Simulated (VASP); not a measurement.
# ZnS (P6_3mc) in VASP: further runs

Runs on ZnS. Level: r2SCAN. Tasks: single point.

All numbers are computed with VASP 6.6.1; they aren't measurements. Logs are shortened: lines on timing, memory, paths and dates and some standing lists are left out, and cuts for length are marked.

### 1 The cell of the first run

Symmetry: P6_3mc, No. 186, hexagonal system. The conventional cell has a = 3.807 Å, b = 3.807 Å, c = 6.245 Å, α = 90.00°, β = 90.00°, γ = 120.00°. Within 3.1 Å of Zn (site symmetry 3m) lie 4 S at 2.33 to 2.34 Å. Within 3.1 Å of S (site symmetry 3m) lie 4 Zn at 2.33 to 2.34 Å.

### 2 Single point, r2SCAN

POSCAR reads:

```
ZnS
1.0
    3.8065185998      0.0000000000      0.0000000000
   -1.9032592999      3.2965418074      0.0000000000
    0.0000000000      0.0000000000      6.2448028324
Zn S
2 2
Direct
    0.3333333333      0.6666666667      0.0003440771
    0.6666666667      0.3333333333      0.5003440771
    0.3333333333      0.6666666667      0.3746559229
    0.6666666667      0.3333333333      0.8746559229
```

INCAR.step1 reads:

```
ALGO = Normal ; EDIFF = 1E-4
ENCUT = 520 ; GGA = PE
ISMEAR = 0 ; LASPH = T
LCHARG = F ; LREAL = F
LWAVE = T ; NBANDS = 26
NELM = 100 ; PREC = Accurate
SIGMA = 0.02
```

INCAR.step2 reads:

```
ALGO = Normal ; EDIFF = 1E-6
ENCUT = 520 ; ISIF = 2
ISMEAR = 0 ; ISTART = 1
LASPH = T ; LCHARG = F
LMIXTAU = T ; LREAL = F
LWAVE = F ; METAGGA = R2SCAN
NBANDS = 26 ; NELM = 100
PREC = Accurate ; SIGMA = 0.02
```

KPOINTS reads:

```
k-points
0
Gamma
  6 6 4
```

Potentials or basis: VASP PAW PBE potentials, release 64 (Zn, S).

On the command line:

```
$ cat potpaw_PBE.64/Zn/POTCAR potpaw_PBE.64/S/POTCAR > POTCAR
$ cp INCAR.step1 INCAR
$ mpirun -np 1 vasp_std > vasp.out
$ cp INCAR.step2 INCAR
$ mpirun -np 1 vasp_std > vasp.out
```

OUTCAR:

```text
EDIFF = 1E-6
   ENCUT = 520
   ISIF = 2
   ISMEAR = 0
   ISTART = 1
   LASPH = T
   LREAL = F
   METAGGA = R2SCAN
   NELM = 100
   PREC = Accurate

 ion  position               nearest neighbor table
   1  0.333  0.667  0.000-   4 2.33   4 2.33   4 2.33   3 2.34
   2  0.667  0.333  0.500-   3 2.33   3 2.33   3 2.33   4 2.34
   3  0.333  0.667  0.375-   2 2.33   2 2.33   2 2.33   1 2.34
   4  0.667  0.333  0.875-   1 2.33   1 2.33   1 2.33   2 2.34

  LATTYP: Found a hexagonal cell.
 ALAT       =     3.8065185998
 C/A-ratio  =     1.6405549241

  Lattice vectors:

 A1 = (   3.8065185998,   0.0000000000,   0.0000000000)
 A2 = (  -1.9032592999,   3.2965418074,   0.0000000000)
 A3 = (   0.0000000000,   0.0000000000,   6.2448028324)

Analysis of symmetry for initial positions (statically):
=====================================================================
 Subroutine PRICEL returns:
 Original cell was already a primitive cell.

 Routine SETGRP: Setting up the symmetry group for a
 hexagonal supercell.

 Subroutine GETGRP returns: Found 12 space group operations
 (whereof  6 operations were pure point group operations)
 out of a pool of 24 trial point group operations.

The static configuration has the point symmetry C_3v.
 The point group associated with its full space group is C_6v.

Analysis of symmetry for dynamics (positions and initial velocities):
=====================================================================
 Subroutine PRICEL returns:
 Original cell was already a primitive cell.

 Routine SETGRP: Setting up the symmetry group for a
 hexagonal supercell.

 Subroutine GETGRP returns: Found 12 space group operations
 (whereof  6 operations were pure point group operations)
 out of a pool of 24 trial point group operations.

The dynamic configuration has the point symmetry C_3v.
 The point group associated with its full space group is C_6v.

 Subroutine INISYM returns: Found 12 space group operations
 (whereof  6 operations are pure point group operations),
 and found     1 'primitive' translations

----------------------------------------------------------------------------------------

                                     Primitive cell

[... 85 lines left out ...]
   LNONCOLLINEAR =      F non collinear calculations
   LSORBIT =      F    spin-orbit coupling
   LASPH  =      T    aspherical Exc in radial PAW
   ENCUT  =  520.0 eV  38.22 Ry    6.18 a.u.   7.08  7.08 11.61*2*pi/ulx,y,z
   NELM   =    100;   NELMIN=  2; NELMDL=  0     # of ELM steps
   EDIFF  = 0.1E-05   stopping-criterion for ELM
   LREAL  =      F    real-space projection
   EDIFFG = 0.1E-04   stopping-criterion for IOM
   NSW    =      0    number of steps for IOM
   IBRION =     -1    ionic relax: 0-MD 1-quasi-New 2-CG
   NFREE  =      0    steps in history (QN), initial steepest desc. (CG)
   ISIF   =      2    stress and relaxation
   ISYM   =      2    0-nonsym 1-usesym 2-fastsym
   POTIM  = 0.5000    time-step for ionic-motion
   TEBEG  =    0.0;   TEEND  =   0.0 temperature during run
   PSTRESS=    0.0 pullay stress
   NELECT =      36.0000    total number of electrons
   NUPDOWN=      -1.0000    fix difference up-down
   EMIN   =  10.00;   EMAX   =-10.00  energy-range for DOS
   EFERMI =   0.00;   METHOD = LEGACY
   ISMEAR =     0;   SIGMA  =   0.02  broadening in eV -4-tet -1-fermi 0-gaus
   EFERMI_NEDOS =   21; number of points for ismear=-14 and -15
   IALGO  =     38    algorithm
   IMIX   =      4    mixing-type and parameters
     AMIX     =   0.40;   BMIX     =  1.00
     AMIX_MAG =   1.60;   BMIX_MAG =  1.00
  volume/ion in A,a.u.               =      19.59       132.20
  Fermi-wavevector in a.u.,A,eV,Ry     =   1.263205  2.387112 21.710645  1.595687
  Thomas-Fermi vector in A             =   2.396574
   LORBIT       =      0    0 simple, 1 ext, 2 COOP (PROOUT), +10 PAW based schemes
   METAGGA = R2SCAN    functional components
   LHFCALC =     F    Hartree Fock is set to
   AEXX    =    0.0000 exact exchange contribution
   IVDW    =     0    specifies the selected vdW correction
   LEPSILON=     F    determine dielectric tensor
   LRPA    =     F    only Hartree local field effects (RPA)
 non-spin polarized calculation
 Gauss-broadening in eV      SIGMA  =   0.02
  energy-cutoff  :      520.00
  volume of cell :       78.36
 maximum number of plane-waves:      2130
   NGX = 15   NGY = 15   NGZ = 23

 number of electron      35.9999978 magnetization

 Free energy of the ion-electron system (eV)
  ---------------------------------------------------
  ext. energy  EPLUGINS =         0.00000000
  ---------------------------------------------------
  free energy    TOTEN  =       -37.72117725 eV

  energy without entropy =      -37.72117725  energy(sigma->0) =      -37.72117725

 E-fermi :   2.0407     XC(G=0): -10.3119

 val. band max:        1.9171962975   @ k =   0.0000   0.0000   0.0000
 cond. band min:       4.7043290086   @ k =   0.0000   0.0000   0.0000
 fundamental gap:      2.7871327111
 Fermi energy:         2.0406879847

 k-point     1 :       0.0000    0.0000    0.0000
  band No.  band energies     occupation
      1     -11.8342      2.00000
      2     -10.8735      2.00000
      3      -4.6175      2.00000
      4      -4.6026      2.00000
      5      -4.6026      2.00000
      6      -4.5117      2.00000
[... 598 lines left out ...]
     25      12.1613      0.00000
     26      12.1613      0.00000

------------------------ aborting loop because EDIFF is reached ----------------------------------------

  FORCE on cell =-STRESS in cart. coord.  units (eV):
  Direction    XX          YY          ZZ          XY          YZ          ZX
  --------------------------------------------------------------------------------------
  -------------------------------------------------------------------------------------
  Total        0.0467006      0.0467006      0.0262015      0.0000000      0.0000000      0.0000000
  in kB        0.9548347      0.9548347      0.5357121      0.0000000      0.0000000      0.0000000
  external PRESSURE =       0.8151272 kB  Pullay stress =       0.0000000 kB

 VOLUME and BASIS-vectors are now :
 -----------------------------------------------------------------------------
  energy-cutoff  :      520.00
  volume of cell :       78.36
      direct lattice vectors                 reciprocal lattice vectors
     3.806518600  0.000000000  0.000000000     0.262707241  0.151674096  0.000000000
    -1.903259300  3.296541807  0.000000000     0.000000000  0.303348193  0.000000000
     0.000000000  0.000000000  6.244802832     0.000000000  0.000000000  0.160133158

 POSITION                                       TOTAL-FORCE (eV/Angst)
 -----------------------------------------------------------------------------------
     -0.00000      2.19769      0.00215         0.000000     -0.000000     -0.002383
      1.90326      1.09885      3.12455         0.000000      0.000000     -0.002383
     -0.00000      2.19769      2.33965        -0.000000     -0.000000      0.002383
      1.90326      1.09885      5.46205        -0.000000     -0.000000      0.002383
 -----------------------------------------------------------------------------------
    total drift:                               -0.000000     -0.000000     -0.014995

  FREE ENERGIE OF THE ION-ELECTRON SYSTEM (eV)
  ---------------------------------------------------
  free  energy   TOTEN  =       -37.7211772488 eV

  energy  without entropy=      -37.7211772488  energy(sigma->0) =      -37.72117725
```

OUTCAR.step1:

```text
EDIFF = 1E-4
   ENCUT = 520
   GGA = PE
   ISMEAR = 0
[... 834 lines left out ...]
     -0.00000      2.19769      0.00215        -0.000000      0.000000      0.003365
      1.90326      1.09885      3.12455         0.000000      0.000000      0.003365
     -0.00000      2.19769      2.33965         0.000000     -0.000000     -0.003365
      1.90326      1.09885      5.46205        -0.000000     -0.000000     -0.003365
 -----------------------------------------------------------------------------------
    total drift:                               -0.000001     -0.000001      0.000561

  FREE ENERGIE OF THE ION-ELECTRON SYSTEM (eV)
  ---------------------------------------------------
  free  energy   TOTEN  =       -13.6718826007 eV

  energy  without entropy=      -13.6718826007  energy(sigma->0) =      -13.67188260
```

It took 4.9 min on 1 thread of Intel Xeon 8259CL, shared host; peak memory 0.21 GiB.

Results:

- Free energy: -37.7212 eV
- Pressure: 0.1 GPa
- Band gap on the k mesh: 2.79 eV

Forces on the atoms (eV/Å):
```
Zn   0.000  0.000 -0.002
Zn   0.000  0.000 -0.002
S    0.000  0.000  0.002
S    0.000  0.000  0.002
```

Levels at points of the mesh, in eV from the valence-band top:
```csv
k point,band 16,band 17,band 18,band 19,band 20,band 21
"(0.00, 0.00, 0.00)",-0.08,0.00,0.00,2.79,3.62,6.80
"(0.50, 0.00, 0.00)",-2.31,-1.73,-0.91,4.04,4.78,5.45
"(0.00, 0.00, 0.50)",-0.48,-0.48,-0.48,4.11,4.11,7.26
"(0.50, 0.00, 0.50)",-1.68,-1.66,-1.66,3.96,3.96,5.66
```

Caveat: the PAW data sets were made with another functional, which shifts forces and pressure a little.

### 3 Single point, r2SCAN

POSCAR is that of step 2.

INCAR.step1 reads:

```
SYSTEM = ZnS
ALGO = Normal ; EDIFF = 1E-4
ENCUT = 520 ; GGA = PE
ISMEAR = 0 ; LASPH = .True.
LCHARG = .False. ; LREAL = .False.
LWAVE = .True. ; NBANDS = 26
NELM = 80 ; PREC = Accurate
SIGMA = 0.02
```

INCAR.step2 reads:

```
SYSTEM = ZnS
ALGO = Normal ; EDIFF = 1E-6
ENCUT = 520 ; ISIF = 2
ISMEAR = 0 ; ISTART = 1
LASPH = .True. ; LCHARG = .True.
LELF = .True. ; LMIXTAU = .True.
LREAL = .False. ; LVHAR = .True.
LWAVE = .False. ; METAGGA = R2SCAN
NBANDS = 26 ; NELM = 80
PREC = Accurate ; SIGMA = 0.02
```

KPOINTS reads:

```
k-points
0
Gamma
  6 6 4
  0 0 0
```

Potentials or basis: VASP PAW PBE potentials, release 64 (Zn, S).

On the command line:

```
$ cat potpaw_PBE.64/Zn/POTCAR potpaw_PBE.64/S/POTCAR > POTCAR
$ cp INCAR.step1 INCAR
$ mpirun -np 1 vasp_std > vasp.out
$ cp INCAR.step2 INCAR
$ mpirun -np 1 vasp_std > vasp.out
```

Wall time 4.9 min (1 thread of Intel Xeon 8259CL, shared host); peak memory 0.21 GiB.

Results (log left out):

```
Free energy            : -37.7212 eV
Pressure               : 0.1 GPa
Band gap on the k mesh : 2.79 eV
```

Forces in eV/Å, atoms in the order of the input:
```
Zn   0.000  0.000 -0.002
Zn   0.000  0.000 -0.002
S    0.000  0.000  0.002
S    0.000  0.000  0.002
```

Levels at points of the mesh, in eV from the valence-band top:
```
           k point  band 14  band 15  band 16  band 17  band 18  band 19  band 20  band 21  band 22  band 23
(0.00, 0.00, 0.00)    -0.92    -0.92    -0.08     0.00     0.00     2.79     3.62     6.80     6.80     7.07
(0.50, 0.00, 0.00)    -4.18    -3.35    -2.31    -1.73    -0.91     4.04     4.78     5.45     7.37     8.00
(0.00, 0.00, 0.50)    -2.90    -0.48    -0.48    -0.48    -0.48     4.11     4.11     7.26     7.26     7.26
(0.50, 0.00, 0.50)    -4.96    -1.68    -1.68    -1.66    -1.66     3.96     3.96     5.66     5.66     9.38
```

Caveat: the PAW data sets were made with another functional, which shifts forces and pressure a little.

### 4 Single point, r2SCAN (biaxial strain in the a-b plane: +1.0 %, then relaxed in part)

POSCAR reads:

```
ZnS
1.0
    3.8445837858      0.0000000000      0.0000000000
   -1.9222918929      3.3295072255      0.0000000000
    0.0000000000      0.0000000000      6.2081031585
Zn S
2 2
Direct
    0.3333333333      0.6666666667     -0.0010568505
    0.6666666667      0.3333333333      0.4989431495
    0.3333333333      0.6666666667      0.3760568505
    0.6666666667      0.3333333333      0.8760568505
```

INCAR.step1 reads:

```
SYSTEM = ZnS
ALGO = Normal
EDIFF = 1E-4
ENCUT = 520
GGA = PE
ISMEAR = 0
LASPH = .TRUE.
LCHARG = .FALSE.
LREAL = .FALSE.
LWAVE = .TRUE.
NBANDS = 26
NELM = 80
PREC = Accurate
SIGMA = 0.02
```

INCAR.step2 reads:

```
SYSTEM = ZnS
ALGO = Normal
EDIFF = 1E-6
ENCUT = 520
ISIF = 2
ISMEAR = 0
ISTART = 1
LASPH = .TRUE.
LCHARG = .TRUE.
LELF = .TRUE.
LMIXTAU = .TRUE.
LREAL = .FALSE.
LVHAR = .TRUE.
LWAVE = .FALSE.
METAGGA = R2SCAN
NBANDS = 26
NELM = 80
PREC = Accurate
SIGMA = 0.02
```

KPOINTS reads:

```
k-points
0
G
  6 6 4
  0 0 0
```

On the command line:

```
$ cat potpaw_PBE.64/Zn/POTCAR potpaw_PBE.64/S/POTCAR > POTCAR
$ cp INCAR.step1 INCAR
$ mpirun -np 1 vasp_std > vasp.out
$ cp INCAR.step2 INCAR
$ mpirun -np 1 vasp_std > vasp.out
```

It took 5.8 min on 1 thread of Intel Xeon 8259CL, shared host; peak memory 0.22 GiB.

It converged, with:

| Property | Result |
| --- | --- |
| Free energy | -37.7135 eV |
| Pressure | -0.9 GPa |
| Band gap on the k mesh | 2.76 eV |

Stress tensor (GPa, compression positive):
```
-1.48  0.00  0.00
 0.00 -1.48  0.00
 0.00  0.00  0.12
```

Levels at points of the mesh, in eV from the valence-band top:
| k point | band 14 | band 15 | band 16 | band 17 | band 18 | band 19 | band 20 | band 21 | band 22 | band 23 |
| --- | --- | --- | --- | --- | --- | --- | --- | --- | --- | --- |
| (0.00, 0.00, 0.00) | -0.93 | -0.93 | -0.01 | 0.00 | 0.00 | 2.76 | 3.47 | 6.76 | 6.76 | 7.27 |
| (0.50, 0.00, 0.00) | -4.08 | -3.25 | -2.29 | -1.63 | -0.88 | 4.00 | 4.79 | 5.56 | 7.42 | 8.10 |
| (0.00, 0.00, 0.50) | -2.77 | -0.49 | -0.49 | -0.49 | -0.49 | 4.01 | 4.01 | 7.21 | 7.21 | 7.21 |
| (0.50, 0.00, 0.50) | -4.87 | -1.64 | -1.64 | -1.56 | -1.56 | 4.02 | 4.02 | 5.70 | 5.70 | 9.42 |

Caveat: the cell differs from its parent crystal (biaxial strain in the a-b plane: +1.0 %, then relaxed in part); the PAW data sets were made with another functional, which shifts forces and pressure a little.

### 5 Single point, r2SCAN (biaxial strain in the a-b plane: +1.0 %)

POSCAR reads:

```
ZnS
1.0
    3.8445837858      0.0000000000      0.0000000000
   -1.9222918929      3.3295072255      0.0000000000
    0.0000000000      0.0000000000      6.2073340154
Zn S
2 2
Direct
    0.3333333333      0.6666666667      0.0003440771
    0.6666666667      0.3333333333      0.5003440771
    0.3333333333      0.6666666667      0.3746559229
    0.6666666667      0.3333333333      0.8746559229
```

INCAR.step1 reads:

```
SYSTEM = ZnS
ALGO = Normal
EDIFF = 1E-4
ENCUT = 520
GGA = PE
ISMEAR = 0
LASPH = .True.
LCHARG = .False.
LREAL = .False.
LWAVE = .True.
NBANDS = 26
NELM = 100
PREC = Accurate
SIGMA = 0.02
```

INCAR.step2 reads:

```
SYSTEM = ZnS
ALGO = Normal
EDIFF = 1E-6
ENCUT = 520
ISIF = 2
ISMEAR = 0
ISTART = 1
LASPH = .True.
LCHARG = .False.
LMIXTAU = .True.
LREAL = .False.
LWAVE = .False.
METAGGA = R2SCAN
NBANDS = 26
NELM = 100
PREC = Accurate
SIGMA = 0.02
```

KPOINTS reads:

```
k-points
0
Gamma
  6 6 4
  0 0 0
```

On the command line:

```
$ cat potpaw_PBE.64/Zn/POTCAR potpaw_PBE.64/S/POTCAR > POTCAR
$ cp INCAR.step1 INCAR
$ mpirun -np 1 vasp_std > vasp.out
$ cp INCAR.step2 INCAR
$ mpirun -np 1 vasp_std > vasp.out
```

Run time: 4.4 min. Hardware: 1 thread of Intel Xeon 8259CL, shared host; peak memory 0.22 GiB.

It converged, with:

| Property | Result |
| --- | --- |
| Free energy | -37.7116 eV |
| Pressure | -0.9 GPa |
| Largest force | 0.105 eV/Å |
| Band gap on the k mesh | 2.75 eV |

Forces in eV/Å, atoms in the order of the input:
```
Zn   0.000  0.000 -0.105
Zn   0.000  0.000 -0.105
S    0.000  0.000  0.105
S    0.000  0.000  0.105
```

Stress tensor (GPa, compression positive):
```
-1.68  0.00  0.00
 0.00 -1.68  0.00
 0.00  0.00  0.58
```

Levels at points of the mesh, in eV from the valence-band top:
| k point | band 15 | band 16 | band 17 | band 18 | band 19 | band 20 | band 21 | band 22 |
| --- | --- | --- | --- | --- | --- | --- | --- | --- |
| (0.00, 0.00, 0.00) | -0.95 | -0.03 | 0.00 | 0.00 | 2.75 | 3.49 | 6.75 | 6.75 |
| (0.50, 0.00, 0.00) | -3.28 | -2.29 | -1.67 | -0.86 | 4.00 | 4.79 | 5.54 | 7.35 |
| (0.00, 0.00, 0.50) | -0.49 | -0.49 | -0.49 | -0.49 | 4.02 | 4.02 | 7.22 | 7.22 |
| (0.50, 0.00, 0.50) | -1.63 | -1.63 | -1.58 | -1.58 | 4.00 | 4.00 | 5.72 | 5.72 |

Caveat: the cell differs from its parent crystal (biaxial strain in the a-b plane: +1.0 %); the PAW data sets were made with another functional, which shifts forces and pressure a little.

### 6 Single point, r2SCAN (biaxial strain in the a-b plane: +2.0 %, then relaxed in part)

POSCAR reads:

```
ZnS
1.0
    3.8826489718      0.0000000000      0.0000000000
   -1.9413244859      3.3624726435      0.0000000000
    0.0000000000      0.0000000000      6.1726723312
Zn S
2 2
Direct
    0.3333333333      0.6666666667     -0.0023534089
    0.6666666667      0.3333333333      0.4976465911
    0.3333333333      0.6666666667      0.3773534089
    0.6666666667      0.3333333333      0.8773534089
```

INCAR.step1 reads:

```
SYSTEM = ZnS
  ALGO = Normal
  EDIFF = 1E-4
  ENCUT = 520
  GGA = PE
  ISMEAR = 0
  LASPH = .TRUE.
  LCHARG = .FALSE.
  LREAL = .FALSE.
  LWAVE = .TRUE.
  NBANDS = 26
  NELM = 60
  PREC = Accurate
  SIGMA = 0.02
```

INCAR.step2 reads:

```
SYSTEM = ZnS
  ALGO = Normal
  EDIFF = 1E-6
  ENCUT = 520
  ISIF = 2
  ISMEAR = 0
  ISTART = 1
  LASPH = .TRUE.
  LCHARG = .FALSE.
  LMIXTAU = .TRUE.
  LREAL = .FALSE.
  LWAVE = .FALSE.
  METAGGA = R2SCAN
  NBANDS = 26
  NELM = 60
  PREC = Accurate
  SIGMA = 0.02
```

KPOINTS reads:

```
k-points
0
G
  6 6 4
  0 0 0
```

Potentials or basis: VASP PAW PBE potentials, release 64 (Zn, S).

On the command line:

```
$ cat potpaw_PBE.64/Zn/POTCAR potpaw_PBE.64/S/POTCAR > POTCAR
$ cp INCAR.step1 INCAR
$ mpirun -np 1 vasp_std > vasp.out
$ cp INCAR.step2 INCAR
$ mpirun -np 1 vasp_std > vasp.out
```

Wall time 3.5 min (1 thread of Intel Xeon 8259CL, shared host); peak memory 0.22 GiB.

The run converged. Its results:

| Quantity | Value |
| --- | --- |
| Free energy | -37.6905 eV |
| Pressure | -1.9 GPa |
| Largest force | 0.004 eV/Å |
| Band gap on the k mesh | 2.66 eV |

Forces in eV/Å, atoms in the order of the input:
```
Zn   0.000  0.000  0.004
Zn   0.000  0.000  0.004
S    0.000  0.000 -0.004
S    0.000  0.000 -0.004
```

Stress tensor (GPa, compression positive):
```
-2.98  0.00  0.00
 0.00 -2.98  0.00
 0.00  0.00  0.14
```

Levels at points of the mesh, in eV from the valence-band top:
| k point | band 16 | band 17 | band 18 | band 19 | band 20 | band 21 |
| --- | --- | --- | --- | --- | --- | --- |
| (0.00, 0.00, 0.00) | -0.06 | -0.06 | 0.00 | 2.66 | 3.26 | 6.66 |
| (0.50, 0.00, 0.00) | -2.32 | -1.61 | -0.91 | 3.89 | 4.73 | 5.61 |
| (0.00, 0.00, 0.50) | -0.55 | -0.55 | -0.55 | 3.86 | 3.86 | 7.11 |
| (0.50, 0.00, 0.50) | -1.67 | -1.50 | -1.50 | 4.01 | 4.01 | 5.69 |

Caveat: the cell differs from its parent crystal (biaxial strain in the a-b plane: +2.0 %, then relaxed in part); the PAW data sets were made with another functional, which shifts forces and pressure a little.

### 7 Overview

| cell | gap on the mesh (eV) | pressure (GPa) |
| --- | --- | --- |
| a = 3.807, b = 3.807, c = 6.245 Å, angles 90.0, 90.0, 120.0°, 4 atoms, atomic positions A | 2.79 | 0.1 |
| a = 3.845, b = 3.845, c = 6.208 Å, angles 90.0, 90.0, 120.0°, 4 atoms, atomic positions B | 2.76 | -0.9 |
| a = 3.845, b = 3.845, c = 6.207 Å, angles 90.0, 90.0, 120.0°, 4 atoms, atomic positions A | 2.75 | -0.9 |
| a = 3.883, b = 3.883, c = 6.173 Å, angles 90.0, 90.0, 120.0°, 4 atoms, atomic positions C | 2.66 | -1.9 |

Alike in all rows: task single point; level r2SCAN; potentials or basis VASP PAW PBE potentials, release 64 (Zn, S); no spin polarisation; k mesh 6 × 6 × 4; cutoff (eV) 520; smearing gaussian 0.02 eV.

Caveats: the PAW data sets were made with another functional, which shifts forces and pressure a little.

Absolute energies hang on the potentials; compare differences alone.
